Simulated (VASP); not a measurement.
# Nb in VASP: further runs

The runs below take Nb through single point, with PBE, LDA, PBEsol.

All numbers are computed with VASP 6.6.1; they aren't measurements. Logs are shortened: lines on timing, memory, paths and dates and some standing lists are left out, and cuts for length are marked.

## 1. The cell of the first run

The typed cell holds 1 atom: a = 2.713 Å, b = 2.743 Å, c = 2.704 Å, α = 90.31°, β = 90.95°, γ = 90.77°.

## 2. Single point, PBE (the cell strained at random)

File INCAR:

```
SYSTEM = Nb
ALGO     = Normal         ! electronic algorithm
EDIFF    = 1E-7           ! SCF threshold, eV
ENCUT    = 520            ! plane-wave cutoff, eV
GGA      = PE             ! functional
ISIF     = 2              ! what is computed and relaxed
ISMEAR   = -1             ! smearing method
LASPH    = .True.         ! aspherical terms in the spheres
LCHARG   = .True.         ! write CHGCAR
LELF     = .True.         ! ELF
LREAL    = .False.        ! projectors in reciprocal space
LVHAR    = .True.       
LWAVE    = .False.        ! write WAVECAR
NBANDS   = 12             ! bands
NELM     = 80             ! most SCF steps
PREC     = Accurate       ! precision mode
SIGMA    = 0.05           ! smearing width, eV
```

File KPOINTS:

```
k-points
0
Gamma
  10 10 10
  0 0 0
```

File POSCAR:

```
Nb
1.0
    2.7124460000     -0.0182670000     -0.0224950000
   -0.0182670000      2.7431890000     -0.0074260000
   -0.0224950000     -0.0074260000      2.7037730000
Nb
1
Direct
    0.5143210000      0.5027060000      0.5213490000
```

Potentials or basis: VASP PAW PBE potentials, release 64 (Nb_sv).

On the command line:

```bash
> cat potpaw_PBE.64/Nb_sv/POTCAR > POTCAR
> mpirun -np 1 vasp_std > vasp.out
```

OUTCAR:

```text
SYSTEM = Nb
   EDIFF = 1E-7
   ENCUT = 520
   GGA = PE
   ISIF = 2
   ISMEAR = -1
   LASPH = .True.
   LREAL = .False.
   NELM = 80
   PREC = Accurate

 ion  position               nearest neighbor table
   1  0.514  0.503  0.521-

  LATTYP: Found a triclinic cell.
 ALAT       =     2.7038767735
 B/A-ratio  =     1.4282004425
 C/A-ratio  =     1.7217268344
 COS(alpha) =     0.0006785964
 COS(beta)  =     0.5679628975
 COS(gamma) =     0.7118374525

  Lattice vectors:

 A1 = (   0.0224950000,   0.0074260000,  -2.7037730000)
 A2 = (   2.7349410000,  -0.0108410000,  -2.7262680000)
 A3 = (  -2.6716840000,  -2.7174960000,  -2.6738520000)

Analysis of symmetry for initial positions (statically):
=====================================================================
 Subroutine PRICEL returns:
 Original cell was already a primitive cell.

 Routine SETGRP: Setting up the symmetry group for a
 triclinic supercell.

 Subroutine GETGRP returns: Found  2 space group operations
 (whereof  1 operations were pure point group operations)
 out of a pool of  2 trial point group operations.

The static configuration has the point symmetry C_1 .
 The point group associated with its full space group is S_2 .

Analysis of symmetry for dynamics (positions and initial velocities):
=====================================================================
 Subroutine PRICEL returns:
 Original cell was already a primitive cell.

 Routine SETGRP: Setting up the symmetry group for a
 triclinic supercell.

 Subroutine GETGRP returns: Found  2 space group operations
 (whereof  1 operations were pure point group operations)
 out of a pool of  2 trial point group operations.

The dynamic configuration has the point symmetry C_1 .
 The point group associated with its full space group is S_2 .

 Subroutine INISYM returns: Found  2 space group operations
 (whereof  1 operations are pure point group operations),
 and found     1 'primitive' translations

----------------------------------------------------------------------------------------

                                     Primitive cell

  volume of cell :      20.1157

  direct lattice vectors                    reciprocal lattice vectors
     2.712446000 -0.018267000 -0.022495000     0.368713022  0.002463597  0.003074405
    -0.018267000  2.743189000 -0.007426000     0.002463597  0.364558399  0.001021768
    -0.022495000 -0.007426000  2.703773000     0.003074405  0.001021768  0.369881919

  length of vectors
     2.712600784  2.743259871  2.703876773     0.368734069  0.364568155  0.369896107

  position of ions in fractional coordinates (direct lattice)
     0.514321000  0.502706000  0.521349000

  ion indices of the primitive-cell ions
   primitive index   ion index
                 1           1

----------------------------------------------------------------------------------------

 KPOINTS: k-points

Automatic generation of k-mesh.
 Grid dimensions read from file:
 generate k-points for:   10   10   10

 Generating k-lattice:

  Cartesian coordinates                     Fractional coordinates (reciprocal lattice)
     0.036871302  0.000246360  0.000307441     0.100000000  0.000000000  0.000000000
     0.000246360  0.036455840  0.000102177    -0.000000000  0.100000000  0.000000000
     0.000307441  0.000102177  0.036988192     0.000000000  0.000000000  0.100000000

  Length of vectors
     0.036873407  0.036456816  0.036989611

  Shift w.r.t. Gamma in fractional coordinates (k-lattice)
     0.000000000  0.000000000  0.000000000

 Subroutine IBZKPT returns following result:
 ===========================================

 Found    504 irreducible k-points:

 Following reciprocal coordinates:
            Coordinates               Weight
  0.000000  0.000000  0.000000      1.000000
  0.100000 -0.000000 -0.000000      2.000000
  0.200000 -0.000000 -0.000000      2.000000
  0.300000 -0.000000  0.000000      2.000000
  0.400000 -0.000000 -0.000000      2.000000
  0.500000  0.000000 -0.000000      1.000000
[... 16 lines left out ...]
 -0.400000  0.200000  0.000000      2.000000
 -0.300000  0.200000  0.000000      2.000000
 [... further k-points ...]
   k-points           NKPTS =    504   k-points in BZ     NKDIM =    504   number of bands    NBANDS=     12
   number of dos      NEDOS =    301   number of ions     NIONS =      1
   total plane-waves  NPLWV =   8000
   dimension x,y,z NGX =    20 NGY =   20 NGZ =   20
   dimension x,y,z NGXF=    40 NGYF=   40 NGZF=   40
   ions per type =               1
   NGX,Y,Z   is equivalent  to a cutoff of  12.26, 12.12, 12.30 a.u.
   NGXF,Y,Z  is equivalent  to a cutoff of  24.51, 24.24, 24.59 a.u.
 SYSTEM =  Nb
   PREC   = accura    normal or accurate (medium, high low for compatibility)
   ISTART =      0    job   : 0-new  1-cont  2-samecut
   ICHARG =      2    charge: 1-file 2-atom 10-const
   ISPIN  =      1    spin polarized calculation?
   LNONCOLLINEAR =      F non collinear calculations
   LSORBIT =      F    spin-orbit coupling
   LASPH  =      T    aspherical Exc in radial PAW
   ENCUT  =  520.0 eV  38.22 Ry    6.18 a.u.   5.04  5.10  5.03*2*pi/ulx,y,z
   NELM   =     80;   NELMIN=  2; NELMDL= -5     # of ELM steps
   EDIFF  = 0.1E-06   stopping-criterion for ELM
   LREAL  =      F    real-space projection
   EDIFFG = 0.1E-05   stopping-criterion for IOM
   NSW    =      0    number of steps for IOM
   IBRION =     -1    ionic relax: 0-MD 1-quasi-New 2-CG
   NFREE  =      0    steps in history (QN), initial steepest desc. (CG)
   ISIF   =      2    stress and relaxation
   ISYM   =      2    0-nonsym 1-usesym 2-fastsym
   POTIM  = 0.5000    time-step for ionic-motion
   TEBEG  =    0.0;   TEEND  =   0.0 temperature during run
   PSTRESS=    0.0 pullay stress
   NELECT =      13.0000    total number of electrons
   NUPDOWN=      -1.0000    fix difference up-down
   EMIN   =  10.00;   EMAX   =-10.00  energy-range for DOS
   EFERMI =   0.00;   METHOD = LEGACY
   ISMEAR =    -1;   SIGMA  =   0.05  broadening in eV -4-tet -1-fermi 0-gaus
   EFERMI_NEDOS =   21; number of points for ismear=-14 and -15
   IALGO  =     38    algorithm
   IMIX   =      4    mixing-type and parameters
     AMIX     =   0.40;   BMIX     =  1.00
     AMIX_MAG =   1.60;   BMIX_MAG =  1.00
  volume/ion in A,a.u.               =      20.12       135.75
  Fermi-wavevector in a.u.,A,eV,Ry     =   1.415396  2.674710 27.257162  2.003345
  Thomas-Fermi vector in A             =   2.536839
   LORBIT       =      0    0 simple, 1 ext, 2 COOP (PROOUT), +10 PAW based schemes
   GGA     = PE    functional components
   LHFCALC =     F    Hartree Fock is set to
   AEXX    =    0.0000 exact exchange contribution
   IVDW    =     0    specifies the selected vdW correction
   LEPSILON=     F    determine dielectric tensor
   LRPA    =     F    only Hartree local field effects (RPA)
 non-spin polarized calculation
  energy-cutoff  :      520.00
  volume of cell :       20.12
 maximum number of plane-waves:       553
   NGX = 11   NGY = 11   NGZ = 11

 number of electron      13.0000000 magnetization

 Free energy of the ion-electron system (eV)
  ---------------------------------------------------
  ext. energy  EPLUGINS =         0.00000000
  ---------------------------------------------------
  free energy    TOTEN  =        -9.19635468 eV

  energy without entropy =       -9.17831669  energy(sigma->0) =       -9.18733569

 E-fermi :   9.7309     XC(G=0): -11.8216

 val. band max:        9.7281717608   @ k =  -0.2000   0.1000   0.4000
 cond. band min:       9.7338780838   @ k =  -0.2000   0.2000   0.5000
 fundamental gap:      0.0057063231
 Fermi energy:         9.7308842023

 k-point     1 :       0.0000    0.0000    0.0000
  band No.  band energies     occupation
      1     -44.8860      2.00000
      2     -20.2248      2.00000
      3     -20.1640      2.00000
      4     -20.1345      2.00000
      5       4.1998      2.00000
      6       7.0022      2.00000
      7       7.0356      2.00000
      8      14.8030      0.00000
      9      14.8581      0.00000
     10      14.9586      0.00000
     11      24.0848      0.00000
     12      24.4174      0.00000

 k-point     2 :       0.1000   -0.0000   -0.0000
  band No.  band energies     occupation
      1     -44.8681      2.00000
      2     -20.3126      2.00000
      3     -20.2088      2.00000
      4     -20.1274      2.00000
      5       4.4817      2.00000
      6       7.0982      2.00000
      7       7.3391      2.00000
      8      14.3664      0.00000
      9      14.5271      0.00000
     10      14.8830      0.00000
     11      23.1903      0.00000
     12      24.7094      0.00000

 k-point     3 :       0.2000   -0.0000   -0.0000
  band No.  band energies     occupation
      1     -44.8209      2.00000
      2     -20.6946      2.00000
      3     -20.1755      2.00000
      4     -20.0945      2.00000
      5       5.1890      2.00000
      6       7.3083      2.00000
      7       8.2658      2.00000
      8      13.3915      0.00000
      9      13.5811      0.00000
     10      14.9648      0.00000
     11      21.0571      0.00000
     12      26.1020      0.00000
[... 286 lines left out ...]
 k-point    23 :      -0.4000    0.2000    0.0000
  band No.  band energies     occupation
      1     -44.6577      2.00000
      2     -21.4292      2.00000
      3     -20.5580      2.00000
      4     -19.9796      2.00000
      5       7.4098      2.00000
      6       8.2136      2.00000
      7       9.6298      1.76615
      8      12.1694      0.00000
      9      12.9586      0.00000
     10      14.0418      0.00000
     11      19.5060      0.00000
     12      24.7775      0.00000

 k-point    24 :      -0.3000    0.2000    0.0000
  band No.  band energies     occupation
      1     -44.7056      2.00000
      2     -21.0851      2.00000
      3     -20.5993      2.00000
      4     -20.0131      2.00000
      5       6.7546      2.00000
      6       8.2219      2.00000
      7       9.7474      0.83649
      8      11.8041      0.00000
      9      12.8052      0.00000
     10      13.9288      0.00000
     11      20.6078      0.00000
     12      23.8909      0.00000

 [... further k-points ...]
[... 5 lines left out ...]
  --------------------------------------------------------------------------------------
  -------------------------------------------------------------------------------------
  Total        0.0427879      0.0062791      0.0650828     -0.2108186     -0.0893264     -0.2624980
  in kB        3.4079807      0.5001222      5.1837328    -16.7913340     -7.1146900    -20.9075105
  external PRESSURE =       3.0306119 kB  Pullay stress =       0.0000000 kB

 VOLUME and BASIS-vectors are now :
 -----------------------------------------------------------------------------
  energy-cutoff  :      520.00
  volume of cell :       20.12
      direct lattice vectors                 reciprocal lattice vectors
     2.712446000 -0.018267000 -0.022495000     0.368713022  0.002463597  0.003074405
    -0.018267000  2.743189000 -0.007426000     0.002463597  0.364558399  0.001021768
    -0.022495000 -0.007426000  2.703773000     0.003074405  0.001021768  0.369881919

 POSITION                                       TOTAL-FORCE (eV/Angst)
 -----------------------------------------------------------------------------------
      1.37416      1.36575      1.39431         0.000000      0.000000      0.000000
 -----------------------------------------------------------------------------------
    total drift:                                0.000000     -0.000010     -0.000001

  FREE ENERGIE OF THE ION-ELECTRON SYSTEM (eV)
  ---------------------------------------------------
  free  energy   TOTEN  =        -9.1963546758 eV

  energy  without entropy=       -9.1783166945  energy(sigma->0) =       -9.18733569
```

Wall time 44 s (1 thread of Intel Xeon Platinum 8559C (Emerald Rapids), shared host); peak memory 0.21 GiB.

What came out:

```
Free energy : -9.1964 eV
Pressure    : 0.3 GPa
```

Stress tensor (GPa, compression positive):
```
 0.34 -1.68 -2.09
-1.68  0.05 -0.71
-2.09 -0.71  0.52
```

Caveat: the cell differs from its parent crystal (the cell strained at random).

## 3. Single point, LDA

File INCAR:

```
PREC = Accurate
ENCUT = 520
EDIFF = 1E-6
ISMEAR = -1
SIGMA = 0.05
LREAL = F
LASPH = T
NELM = 80
ALGO = Fast
ISIF = 2
LWAVE = F
LCHARG = T
LELF = T
LVHAR = T
NBANDS = 12
```

File KPOINTS:

```
Automatic mesh
0
Gamma
  6 6 6
```

File POSCAR:

```
Nb
1.0
    2.7196400000      0.0000000000      0.0000000000
    0.0000000000      2.7196400000      0.0000000000
    0.0000000000      0.0000000000      2.7196400000
Nb
1
Direct
    0.5000000000      0.5000000000      0.5000000000
```

Potentials or basis: VASP PAW LDA potentials, release 64 (Nb_sv).

On the command line:

```bash
> cat potpaw_LDA.64/Nb_sv/POTCAR > POTCAR
> mpirun -np 1 vasp_std > vasp.out
```

Run time: 5 s. Hardware: 1 thread of Intel Xeon 6975P-C, shared host; peak memory 0.12 GiB.

Results (log left out):

```
Free energy : -10.1868 eV
Pressure    : -5.4 GPa
```

Levels at points of the mesh, in eV from the Fermi level:
```
           k point  band 5  band 6  band 7  band 8  band 9  band 10
(0.00, 0.00, 0.00)   -5.52   -2.66   -2.66    5.16    5.16     5.16
(0.50, 0.00, 0.00)   -2.44   -1.76    0.65    1.91    1.91     5.50
(0.50, 0.50, 0.00)   -3.98   -0.93    2.59    2.59    5.84     5.84
(0.50, 0.50, 0.50)   -2.41   -2.41   -2.41    7.51    7.67     7.67
```

Caveat: the k points lie up to 0.39 Å⁻¹ apart.

## 4. Single point, PBEsol

File INCAR:

```
SYSTEM = Nb
ALGO = Normal ; EDIFF = 1E-6
ENCUT = 520 ; GGA = PS
ISIF = 2 ; ISMEAR = -1
LASPH = .True. ; LCHARG = .False.
LREAL = .False. ; LWAVE = .False.
NBANDS = 12 ; NELM = 100
PREC = Accurate ; SIGMA = 0.05
```

File KPOINTS:

```
k-points
0
Gamma
  6 6 6
  0 0 0
```

POSCAR is that of step 3.

Potentials or basis: VASP PAW PBE potentials, release 64 (Nb_sv).

On the command line:

```bash
> cat potpaw_PBE.64/Nb_sv/POTCAR > POTCAR
> mpirun -np 1 vasp_std > vasp.out
```

It took 3.7 s on 1 thread of Intel Xeon 6975P-C, shared host; peak memory 0.12 GiB.

Results (log left out):

```yaml
Free_energy: -9.8909 eV
Pressure: -2.3 GPa
```

Levels at points of the mesh, in eV from the Fermi level:
```tsv
k point	band 5	band 6	band 7	band 8	band 9	band 10
(0.00, 0.00, 0.00)	-5.56	-2.65	-2.65	5.21	5.21	5.21
(0.50, 0.00, 0.00)	-2.45	-1.75	0.58	1.96	1.96	5.54
(0.50, 0.50, 0.00)	-3.98	-0.93	2.64	2.64	5.80	5.80
(0.50, 0.50, 0.50)	-2.39	-2.39	-2.39	7.42	7.66	7.66
```

Caveat: the k points lie up to 0.39 Å⁻¹ apart; the PAW data sets were made with another functional, which shifts forces and pressure a little.

## 5. The runs side by side

```tsv
level	potentials or basis	cell	k mesh	gap on the mesh (eV)	pressure (GPa)
PBE	VASP PAW PBE potentials, release 64 (Nb_sv)	a = 2.713, b = 2.743, c = 2.704 Å, angles 90.3, 91.0, 90.8°, 1 atom	10 × 10 × 10	none	0.3
LDA	VASP PAW LDA potentials, release 64 (Nb_sv)	a = 2.720 Å, 1 atom	6 × 6 × 6	none	-5.4
PBEsol	VASP PAW PBE potentials, release 64 (Nb_sv)	a = 2.720 Å, 1 atom	6 × 6 × 6	none	-2.3
```

Alike in all rows: task single point; no spin polarisation; cutoff (eV) 520; smearing fermi-dirac 0.05 eV.

Caveats: some runs use coarse meshes; the PAW data sets were made with another functional, which shifts forces and pressure a little (some runs).

Absolute energies hang on the potentials; compare differences alone.
